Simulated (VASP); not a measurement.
Set up this calculation in VASP 6.6.1, as the native input.

| Item | Value |
| --- | --- |
| Task | single point |
| Functional | r2SCAN |
| Potentials or basis | VASP PAW PBE potentials, release 64 (I) |
| Cutoff | 520 eV |
| k mesh | 6 × 6 × 4 |
| Occupations | gaussian, width 0.01 eV |
| Spin | no spin polarisation |
| Dipole correction | no |
| Further INCAR settings | ALGO = Normal; EDIFF = 1e-06; NBANDS = 22 |

I:

```xyz
4
Lattice="3.8714 -2.3224 0.0000 3.8714 2.3224 0.0000 0.0000 0.0000 9.8641" Properties=species:S:1:pos:R:3 pbc="T T T"
I     3.8714   -1.6038    8.6805
I     3.8714    0.7187    6.1156
I     3.8714    1.6038    1.1836
I     3.8714   -0.7187    3.7485
```

These files were run (other wordings do the same):

POSCAR

```
I
1.0
    3.8714391430     -2.3224371883      0.0000000000
    3.8714391430      2.3224371883      0.0000000000
    0.0000000000      0.0000000000      9.8640677120
I
4
Direct
    0.8452745256      0.1547254744      0.8800124193
    0.3452745256      0.6547254744      0.6199875807
    0.1547254744      0.8452745256      0.1199875807
    0.6547254744      0.3452745256      0.3800124193
```

INCAR.step1

```
SYSTEM = I
PREC = Accurate
ENCUT = 520
ISMEAR = 0
SIGMA = 0.01
LREAL = .FALSE.
LASPH = .TRUE.
NELM = 60
NBANDS = 22
GGA = PE
ALGO = Normal
EDIFF = 1E-4
LWAVE = .TRUE.
LCHARG = .FALSE.
```

INCAR.step2

```
SYSTEM = I
PREC = Accurate
ENCUT = 520
EDIFF = 1E-6
ISMEAR = 0
SIGMA = 0.01
LREAL = .FALSE.
LASPH = .TRUE.
NELM = 60
ALGO = Normal
ISIF = 2
LWAVE = .FALSE.
LCHARG = .TRUE.
METAGGA = R2SCAN
LMIXTAU = .TRUE.
LELF = .TRUE.
LVHAR = .TRUE.
NBANDS = 22
ISTART = 1
```

KPOINTS

```
regular mesh
0
G
  6 6 4
  0 0 0
```

Potentials or basis: VASP PAW PBE potentials, release 64 (I).

Run with:

```bash
$ cat potpaw_PBE.64/I/POTCAR > POTCAR
$ cp INCAR.step1 INCAR
$ mpirun -np 1 vasp_std > vasp.out
$ cp INCAR.step2 INCAR
$ mpirun -np 1 vasp_std > vasp.out
```

Results of the run:

```yaml
Pressure: -0.1 GPa
Band_gap_on_the_k_mesh: 1.23 eV (least direct gap 1.31 eV)
```

Caveat: the PAW data sets were made with another functional, which shifts forces and pressure a little; spin-orbit coupling is left out, which moves the levels of the heavy elements.

It took 7.3 min on 1 thread of AMD EPYC 7R13 Processor (Zen 3), on a shared host, peak memory 0.37 GiB.
